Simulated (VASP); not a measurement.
# LiH17O9 in VASP: further runs

Runs on LiH17O9. Level: r2SCAN. Tasks: single point.

Program: VASP 6.6.1. These are calculated values, not measurements. Logs are shortened: lines on timing, memory, paths and dates and some standing lists are left out, and cuts for length are marked.

### 1 The cell of the first run

The cell holds an amorphous packing of atoms, 27 atoms: a = 7.174 Å, b = 7.174 Å, c = 7.174 Å, α = 90.00°, β = 90.00°, γ = 90.00°.

### 2 Single point, r2SCAN

POSCAR reads:

```
LiH17O9
1.0
    7.1738770000      0.0000000000      0.0000000000
    0.0000000000      7.1738770000      0.0000000000
    0.0000000000      0.0000000000      7.1738770000
O H Li
9 17 1
Direct
   -0.0994441360      0.3514835841      0.0669791244
    0.9697824482      0.8441042410      0.8976875405
    0.5277062877      0.5845096034      0.2060252775
    0.3570593697      0.7415794835      0.9129930719
    0.6849434413      0.9862031367      0.3971074497
    0.4293912483      0.0689167099      0.7039289913
    0.9490962836      0.4055687043      0.6853058674
    0.9243676746      0.6827549455      0.3983201831
    0.6440450540      0.5581640165      0.7949118726
   -0.0368001849      0.3665521447     -0.0556742191
   -0.0515202589      0.2314090414      0.1073478121
    1.0912927556      0.7950652067      0.8751892456
    0.9245488876      0.8224562534      1.0216790726
    0.4475125514      0.6550154122      0.1107490413
    0.4428985889      0.5384117960      0.2940948109
    0.4015262598      0.8707425566      0.8776704702
    0.4493804396      0.6568972398      0.8423618080
    0.6096006385      0.9064415239      0.3252076945
    0.7827009022      0.9057863691      0.4358870385
    0.3294034732      0.0118903628      0.6443796012
    0.5348711722      0.0605669710      0.6105485221
    0.9589096663      0.2740498617      0.6461917315
    0.8083634554      0.4376573504      0.7060756687
    0.8387514868      0.6059903174      0.3291665023
    0.9489708285      0.6053351626      0.5088043745
    0.7154151096      0.6716312532      0.7907021545
    0.6474462832      0.4411143375      0.0186788817
```

INCAR.step1 reads:

```
SYSTEM = LiH17O9
  PREC = Accurate
  ENCUT = 520
  ISMEAR = -1
  SIGMA = 0.05
  LREAL = Auto
  LASPH = .True.
  NELM = 60
  NBANDS = 56
  GGA = PE
  ALGO = Normal
  EDIFF = 1E-4
  LWAVE = .True.
  LCHARG = .False.
```

INCAR.step2 reads:

```
SYSTEM = LiH17O9
  PREC = Accurate
  ENCUT = 520
  EDIFF = 1E-6
  ISMEAR = -1
  SIGMA = 0.05
  LREAL = Auto
  LASPH = .True.
  NELM = 60
  ALGO = Normal
  ISIF = 2
  LWAVE = .False.
  LCHARG = .True.
  METAGGA = R2SCAN
  LMIXTAU = .True.
  LELF = .True.
  LVHAR = .True.
  NBANDS = 56
  ISTART = 1
```

KPOINTS reads:

```
Automatic mesh
0
Gamma
  1 1 1
  0 0 0
```

Potentials or basis: VASP PAW PBE potentials, release 64 (O, H, Li_sv).

Started as:

```bash
$ cat potpaw_PBE.64/O/POTCAR potpaw_PBE.64/H/POTCAR potpaw_PBE.64/Li_sv/POTCAR > POTCAR
$ cp INCAR.step1 INCAR
$ mpirun -np 1 vasp_gam > vasp.out
$ cp INCAR.step2 INCAR
$ mpirun -np 1 vasp_gam > vasp.out
```

OUTCAR:

```text
SYSTEM = LiH17O9
   PREC = Accurate
   ENCUT = 520
   EDIFF = 1E-6
   ISMEAR = -1
   LREAL = Auto
   LASPH = .True.
   NELM = 60
   ISIF = 2
   METAGGA = R2SCAN
   ISTART = 1

 ion  position               nearest neighbor table
   1  0.901  0.351  0.067-  11 0.97  10 0.99  27 1.96
   2  0.970  0.844  0.898-  12 0.95  13 0.96
   3  0.528  0.585  0.206-  15 0.94  14 1.03  27 1.90
   4  0.357  0.742  0.913-  16 1.01  17 1.03
   5  0.685  0.986  0.397-  18 0.94  19 0.95
   6  0.429  0.069  0.704-  20 0.93  21 1.01
   7  0.949  0.406  0.685-  22 0.99  23 1.05
   8  0.924  0.683  0.398-  24 0.96  25 0.98
   9  0.644  0.558  0.795-  26 0.96  27 1.81
  10  0.963  0.367  0.944-   1 0.99
  11  0.948  0.231  0.107-   1 0.97
  12  0.091  0.795  0.875-   2 0.95
  13  0.925  0.822  0.022-   2 0.96
  14  0.448  0.655  0.111-   3 1.03
  15  0.443  0.538  0.294-   3 0.94
[... 9 lines left out ...]
  25  0.949  0.605  0.509-   8 0.98
  26  0.715  0.672  0.791-   9 0.96
  27  0.647  0.441  0.019-   9 1.81   3 1.90   1 1.96

  LATTYP: Found a simple cubic cell.
 ALAT       =     7.1738770000

  Lattice vectors:

 A1 = (   7.1738770000,   0.0000000000,   0.0000000000)
 A2 = (   0.0000000000,   7.1738770000,   0.0000000000)
 A3 = (   0.0000000000,   0.0000000000,   7.1738770000)

Analysis of symmetry for initial positions (statically):
=====================================================================
 Subroutine PRICEL returns:
 Original cell was already a primitive cell.

 Routine SETGRP: Setting up the symmetry group for a
 simple cubic supercell.

 Subroutine GETGRP returns: Found  1 space group operations
 (whereof  1 operations were pure point group operations)
 out of a pool of 48 trial point group operations.

The static configuration has the point symmetry C_1 .

Analysis of symmetry for dynamics (positions and initial velocities):
=====================================================================
 Subroutine PRICEL returns:
 Original cell was already a primitive cell.

 Routine SETGRP: Setting up the symmetry group for a
 simple cubic supercell.

 Subroutine GETGRP returns: Found  1 space group operations
 (whereof  1 operations were pure point group operations)
 out of a pool of 48 trial point group operations.

The dynamic configuration has the point symmetry C_1 .

 Subroutine INISYM returns: Found  1 space group operations
 (whereof  1 operations are pure point group operations),
 and found     1 'primitive' translations

----------------------------------------------------------------------------------------

                                     Primitive cell

  volume of cell :     369.2001

  direct lattice vectors                    reciprocal lattice vectors
     7.173877000  0.000000000  0.000000000     0.139394640  0.000000000  0.000000000
     0.000000000  7.173877000  0.000000000     0.000000000  0.139394640  0.000000000
     0.000000000  0.000000000  7.173877000     0.000000000  0.000000000  0.139394640

  length of vectors
     7.173877000  7.173877000  7.173877000     0.139394640  0.139394640  0.139394640

  position of ions in fractional coordinates (direct lattice)
     0.900555864  0.351483584  0.066979124
     0.969782448  0.844104241  0.897687541
     0.527706288  0.584509603  0.206025277
     0.357059370  0.741579483  0.912993072
     0.684943441  0.986203137  0.397107450
     0.429391248  0.068916710  0.703928991
[... 19 lines left out ...]
     0.715415110  0.671631253  0.790702155
     0.647446283  0.441114337  0.018678882

  ion indices of the primitive-cell ions
   primitive index   ion index
                 1           1
                 2           2
                 3           3
                 4           4
                 5           5
                 6           6
[... 19 lines left out ...]
                26          26
                27          27

----------------------------------------------------------------------------------------

 KPOINTS: Automatic mesh

Automatic generation of k-mesh.
 Grid dimensions read from file:
 generate k-points for:    1    1    1

 Generating k-lattice:

  Cartesian coordinates                     Fractional coordinates (reciprocal lattice)
     0.139394640  0.000000000  0.000000000     1.000000000  0.000000000  0.000000000
     0.000000000  0.139394640  0.000000000     0.000000000  1.000000000  0.000000000
     0.000000000  0.000000000  0.139394640     0.000000000  0.000000000  1.000000000

  Length of vectors
     0.139394640  0.139394640  0.139394640

  Shift w.r.t. Gamma in fractional coordinates (k-lattice)
     0.000000000  0.000000000  0.000000000

 Subroutine IBZKPT returns following result:
 ===========================================

 Found      1 irreducible k-points:

 Following reciprocal coordinates:
            Coordinates               Weight
  0.000000  0.000000  0.000000      1.000000
   k-points           NKPTS =      1   k-points in BZ     NKDIM =      1   number of bands    NBANDS=     56
   number of dos      NEDOS =    301   number of ions     NIONS =     27
   total plane-waves  NPLWV = 157464
   dimension x,y,z NGX =    54 NGY =   54 NGZ =   54
   dimension x,y,z NGXF=   108 NGYF=  108 NGZF=  108
   ions per type =               9  17   1
   NGX,Y,Z   is equivalent  to a cutoff of  12.51, 12.51, 12.51 a.u.
   NGXF,Y,Z  is equivalent  to a cutoff of  25.03, 25.03, 25.03 a.u.
 SYSTEM =  LiH17O9
   PREC   = accura    normal or accurate (medium, high low for compatibility)
   ISTART =      1    job   : 0-new  1-cont  2-samecut
   ICHARG =      0    charge: 1-file 2-atom 10-const
   ISPIN  =      1    spin polarized calculation?
   LNONCOLLINEAR =      F non collinear calculations
   LSORBIT =      F    spin-orbit coupling
   LASPH  =      T    aspherical Exc in radial PAW
   ENCUT  =  520.0 eV  38.22 Ry    6.18 a.u.  13.34 13.34 13.34*2*pi/ulx,y,z
   NELM   =     60;   NELMIN=  2; NELMDL=  0     # of ELM steps
   EDIFF  = 0.1E-05   stopping-criterion for ELM
   LREAL  =      T    real-space projection
   EDIFFG = 0.1E-04   stopping-criterion for IOM
   NSW    =      0    number of steps for IOM
   IBRION =     -1    ionic relax: 0-MD 1-quasi-New 2-CG
   NFREE  =      0    steps in history (QN), initial steepest desc. (CG)
   ISIF   =      2    stress and relaxation
   ISYM   =      2    0-nonsym 1-usesym 2-fastsym
   POTIM  = 0.5000    time-step for ionic-motion
   TEBEG  =    0.0;   TEEND  =   0.0 temperature during run
   PSTRESS=    0.0 pullay stress
   NELECT =      74.0000    total number of electrons
   NUPDOWN=      -1.0000    fix difference up-down
   EMIN   =  10.00;   EMAX   =-10.00  energy-range for DOS
   EFERMI =   0.00;   METHOD = LEGACY
   ISMEAR =    -1;   SIGMA  =   0.05  broadening in eV -4-tet -1-fermi 0-gaus
   EFERMI_NEDOS =   21; number of points for ismear=-14 and -15
   IALGO  =     38    algorithm
   IMIX   =      4    mixing-type and parameters
     AMIX     =   0.40;   BMIX     =  1.00
     AMIX_MAG =   1.60;   BMIX_MAG =  1.00
  volume/ion in A,a.u.               =      13.67        92.28
  Fermi-wavevector in a.u.,A,eV,Ry     =   0.958072  1.810494 12.488814  0.917902
  Thomas-Fermi vector in A             =   2.087147
   LORBIT       =      0    0 simple, 1 ext, 2 COOP (PROOUT), +10 PAW based schemes
   METAGGA = R2SCAN    functional components
   LHFCALC =     F    Hartree Fock is set to
   AEXX    =    0.0000 exact exchange contribution
   IVDW    =     0    specifies the selected vdW correction
   LEPSILON=     F    determine dielectric tensor
   LRPA    =     F    only Hartree local field effects (RPA)
 non-spin polarized calculation
  energy-cutoff  :      520.00
  volume of cell :      369.20
 maximum number of plane-waves:      4922
 NGX is ok and might be reduce to    54
   NGX = 27   NGY = 27   NGZ = 27

 number of electron      73.9999980 magnetization

 Free energy of the ion-electron system (eV)
  ---------------------------------------------------
  ext. energy  EPLUGINS =         0.00000000
  ---------------------------------------------------
  free energy    TOTEN  =      -141.54991863 eV

  energy without entropy =     -141.54991863  energy(sigma->0) =     -141.54991863

 E-fermi :  -2.5569     XC(G=0):  -5.7528

 val. band max:       -3.8618201235   @ k =   0.0000   0.0000   0.0000
 cond. band min:       0.3845016358   @ k =   0.0000   0.0000   0.0000
 fundamental gap:      4.2463217593
 Fermi energy:        -2.5569129866

 k-point     1 :       0.0000    0.0000    0.0000
  band No.  band energies     occupation
      1     -48.1639      2.00000
      2     -24.9477      2.00000
      3     -24.7289      2.00000
      4     -24.6254      2.00000
      5     -24.3733      2.00000
      6     -24.0058      2.00000
[... 41 lines left out ...]
     48       5.6206      0.00000
     49       5.8795      0.00000
 [bands above 49 left out]

------------------------ aborting loop because EDIFF is reached ----------------------------------------

  FORCE on cell =-STRESS in cart. coord.  units (eV):
  Direction    XX          YY          ZZ          XY          YZ          ZX
  --------------------------------------------------------------------------------------
  -------------------------------------------------------------------------------------
  Total       -0.4904862     -2.4372734     -1.2754184      1.2226770      0.3217707      1.9138705
  in kB       -2.1285097    -10.5767697     -5.5347941      5.3059183      1.3963532      8.3054152
  external PRESSURE =      -6.0800245 kB  Pullay stress =       0.0000000 kB

 VOLUME and BASIS-vectors are now :
 -----------------------------------------------------------------------------
  energy-cutoff  :      520.00
  volume of cell :      369.20
      direct lattice vectors                 reciprocal lattice vectors
     7.173877000  0.000000000  0.000000000     0.139394640  0.000000000  0.000000000
     0.000000000  7.173877000  0.000000000     0.000000000  0.139394640  0.000000000
     0.000000000  0.000000000  7.173877000     0.000000000  0.000000000  0.139394640

 POSITION                                       TOTAL-FORCE (eV/Angst)
 -----------------------------------------------------------------------------------
      6.46048      2.52150      0.48050         0.546245     -0.563162     -0.471712
      6.95710      6.05550      6.43990        -1.405872      0.987534     -0.703024
      3.78570      4.19320      1.47800         0.187905      0.992349     -1.665327
      2.56150      5.32000      6.54970         0.545425      0.977773     -0.328335
      4.91370      7.07490      2.84880        -0.298318      1.831630      0.520578
      3.08040      0.49440      5.04990         2.673148      0.800481      0.141928
[... 19 lines left out ...]
      5.13230      4.81820      5.67240         0.273894      0.223262     -0.043797
      4.64470      3.16450      0.13400         0.376439     -0.200558     -0.058692
 -----------------------------------------------------------------------------------
    total drift:                                0.006598      0.020761     -0.050156

  FREE ENERGIE OF THE ION-ELECTRON SYSTEM (eV)
  ---------------------------------------------------
  free  energy   TOTEN  =      -141.5499186310 eV

  energy  without entropy=     -141.5499186310  energy(sigma->0) =     -141.54991863
```

Run time: 2.9 min. Hardware: 1 thread of Intel Xeon Platinum 8488C (Sapphire Rapids), shared host; peak memory 0.4 GiB.

What came out:

| Quantity | Value |
| --- | --- |
| Free energy | -141.5499 eV |
| Largest force | 2.794 eV/Å |
| Band gap on the k mesh | 4.25 eV |

Forces in eV/Å, atoms in the order of the input:
```
O    0.546 -0.563 -0.472
O   -1.406  0.988 -0.703
O    0.188  0.992 -1.665
O    0.545  0.978 -0.328
O   -0.298  1.832  0.521
O    2.673  0.800  0.142
O   -0.545 -0.940 -0.148
O    0.167 -0.041  0.514
O   -0.292 -0.349 -0.187
H   -0.468  0.334  0.171
H   -0.364  0.266  0.201
H    0.854 -0.658  0.669
H    0.611 -0.332  0.164
H    0.422 -0.166  0.377
H   -0.881 -0.530  1.234
H   -0.381 -1.285  0.263
H    0.026  0.289  0.111
H   -0.876 -0.861 -0.768
H    1.095 -1.029  0.335
H   -1.604 -0.829 -1.031
H   -1.052 -0.072  0.817
H   -0.199  1.040  0.153
H    0.645  0.109  0.187
H   -0.154 -0.077 -0.230
H    0.098  0.082 -0.221
H    0.274  0.223 -0.044
Li   0.376 -0.201 -0.059
```

Caveat: the k points lie up to 0.88 Å⁻¹ apart; the cutoff is under 1.25 times the usual one of these potentials, so pressure, stress and relaxed cells hold a basis-set (Pulay) error; the PAW data sets were made with another functional, which shifts forces and pressure a little.

### 3 Single point, r2SCAN

POSCAR reads:

```
LiH17O9
1.0
    7.1738770000      0.0000000000      0.0000000000
    0.0000000000      7.1738770000      0.0000000000
    0.0000000000      0.0000000000      7.1738770000
O H Li
9 17 1
Direct
   -0.0989701942      0.3480544760      0.0674391267
    0.9657818220      0.8435327230      0.8971578409
    0.5286681107      0.5858896103      0.2069313427
    0.3572266433      0.7429316115      0.9126864037
    0.6866440559      0.9878758724      0.3971074497
    0.4293633693      0.0720391498      0.7064380948
    0.9478974897      0.4036868767      0.6871737556
    0.9253573765      0.6838282842      0.3965498712
    0.6456341529      0.5577458326      0.7897542709
   -0.0323953143      0.3681273041     -0.0505584358
   -0.0491505500      0.2335557189      0.1076266013
    1.0936903435      0.7980621915      0.8742274226
    0.9239076722      0.8256483907      1.0193511821
    0.4578138153      0.6566463295      0.1134254184
    0.4326112645      0.5348990511      0.2971893719
    0.4022232330      0.8570818819      0.8695855811
    0.4425640417      0.6568693609      0.8389187604
    0.6164309759      0.8986214846      0.3238416271
    0.7926676189      0.9085742619      0.4456864817
    0.3273125536      0.0096739880      0.6432783835
    0.5253644577      0.0673415505      0.6221322167
    0.9761249043      0.2791098872      0.6652190998
    0.8077919373      0.4257391087      0.7039289913
    0.8429193865      0.5989230091      0.3356483530
    0.9472702139      0.6159152157      0.5135995501
    0.7165720851      0.6687876026      0.7924445875
    0.6457177897      0.4390373573      0.0149152265
```

INCAR.step1 reads:

```
SYSTEM = LiH17O9
PREC = Accurate
ENCUT = 520
ISMEAR = -1
SIGMA = 0.05
LREAL = Auto
LASPH = .TRUE.
NELM = 60
NBANDS = 56
GGA = PE
ALGO = Normal
EDIFF = 1E-4
LWAVE = .TRUE.
LCHARG = .FALSE.
```

INCAR.step2 reads:

```
SYSTEM = LiH17O9
PREC = Accurate
ENCUT = 520
EDIFF = 1E-6
ISMEAR = -1
SIGMA = 0.05
LREAL = Auto
LASPH = .TRUE.
NELM = 60
ALGO = Normal
ISIF = 2
LWAVE = .FALSE.
LCHARG = .TRUE.
METAGGA = R2SCAN
LMIXTAU = .TRUE.
LELF = .TRUE.
LVHAR = .TRUE.
NBANDS = 56
ISTART = 1
```

KPOINTS reads:

```
Automatic mesh
0
G
  1 1 1
  0 0 0
```

Potentials or basis: VASP PAW PBE potentials, release 64 (O, H, Li_sv).

Started as:

```bash
$ cat potpaw_PBE.64/O/POTCAR potpaw_PBE.64/H/POTCAR potpaw_PBE.64/Li_sv/POTCAR > POTCAR
$ cp INCAR.step1 INCAR
$ mpirun -np 1 vasp_gam > vasp.out
$ cp INCAR.step2 INCAR
$ mpirun -np 1 vasp_gam > vasp.out
```

It took 3.2 min on 1 thread of Intel Xeon Platinum 8488C (Sapphire Rapids), shared host; peak memory 0.41 GiB.

Results (log left out):

| Item | Value |
| --- | --- |
| Free energy | -141.2321 eV |
| Largest force | 3.498 eV/Å |
| Band gap on the k mesh | 4.12 eV |

Forces on the atoms (eV/Å):
```
O   -0.189  0.880 -0.636
O    0.569  0.581 -2.360
O   -1.251 -1.046  1.537
O   -0.663 -2.110  0.360
O    0.897 -0.526  0.606
O   -2.787 -0.109  2.071
O   -0.452  1.840  0.403
O    0.481  0.072  0.941
O   -1.070 -1.178  0.012
H   -0.391  0.438 -0.171
H    0.185 -1.218  0.765
H   -0.665 -0.091  0.982
H    0.184 -0.498  1.518
H   -0.476  0.409 -0.318
H    1.494  0.849 -1.268
H    0.681  2.338 -0.522
H    0.178 -0.182  0.159
H    0.113 -0.014  0.133
H   -1.157  0.488 -0.771
H    0.174  0.237  0.094
H    2.625 -0.186 -2.304
H    0.183 -1.905 -0.581
H    0.399  0.294  0.237
H   -0.477 -0.266 -0.570
H    0.194  0.129 -0.246
H    0.807  0.951 -0.079
Li   0.412 -0.177  0.009
```

Levels at points of the mesh, in eV from the valence-band top:
| k point | band 33 | band 34 | band 35 | band 36 | band 37 | band 38 | band 39 | band 40 | band 41 | band 42 |
| --- | --- | --- | --- | --- | --- | --- | --- | --- | --- | --- |
| (0.00, 0.00, 0.00) | -1.38 | -1.31 | -1.22 | -0.12 | 0.00 | 4.12 | 6.71 | 7.04 | 7.22 | 7.32 |

Caveat: the k points lie up to 0.88 Å⁻¹ apart; the cutoff is under 1.25 times the usual one of these potentials, so pressure, stress and relaxed cells hold a basis-set (Pulay) error; the PAW data sets were made with another functional, which shifts forces and pressure a little.

[end of part 1 of 2]
